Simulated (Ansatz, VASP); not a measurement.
Two plane-wave programs on Ti

```
CELL_PARAMETERS angstrom
2.89935 0.00000 0.00000
-1.44968 2.51091 0.00000
0.00000 0.00000 4.59306
ATOMIC_POSITIONS crystal
Ti 0.33333 0.66667 0.25000
Ti 0.66667 0.33333 0.75000
```

Alike in both runs: task single point; functional PBE; k mesh 20 × 20 × 11; occupations fermi-dirac, width 0.1 eV; no spin polarisation.

|  | VASP | Ansatz |
| --- | --- | --- |
| version | VASP 6.6.1 | Ansatz 0.2.0 |
| potentials or method | VASP PAW PBE potentials, release 64 (Ti_sv), cutoff 520 eV | plane waves (420 eV) with PAW, scalar-relativistic |
| valence electrons in the cell | 24 | 24 |

VASP gave:

* pressure (GPa): 4.6

Task: Which values does Ansatz return?

Result: Pressure (GPa): 4.9.

With one functional, cell and mesh, what is left measures potentials, basis and numerics.
